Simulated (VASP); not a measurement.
A run of VASP 6.6.1:

File INCAR:

```
SYSTEM = Fe
PREC = Accurate
ENCUT = 520
EDIFF = 1E-6
ISMEAR = -1
SIGMA = 0.05
LREAL = .False.
LASPH = .True.
NELM = 150
ALGO = Normal
ISIF = 2
LWAVE = .False.
LCHARG = .False.
ISPIN = 2
MAGMOM = 3
LORBIT = 11
LMAXMIX = 4
GGA = RE
IVDW = 13
NBANDS = 14
```

Contents of KPOINTS:

```
regular mesh
0
Gamma
  13 13 13
  0 0 0
```

The input POSCAR:

```
Fe
1.0
   -1.4044817888      1.4044817888      1.4044817888
    1.4044817888     -1.4044817888      1.4044817888
    1.4044817888      1.4044817888     -1.4044817888
Fe
1
Direct
    0.0000000000      0.0000000000      0.0000000000
```

Potentials or basis: VASP PAW PBE potentials, release 64 (Fe).

Launch:

```console
$ cat potpaw_PBE.64/Fe/POTCAR > POTCAR
$ mpirun -np 1 vasp_std > vasp.out
```

Hardware: 1 thread of Intel(R) Xeon(R) Platinum 8488C (Sapphire Rapids) (shared host).

Estimate the wall time of this run.

Wall time 15 s on 1 thread of Intel(R) Xeon(R) Platinum 8488C (Sapphire Rapids), with other jobs on the host, peak memory 0.14 GiB. Counts: scf iterations 12, k points 84.
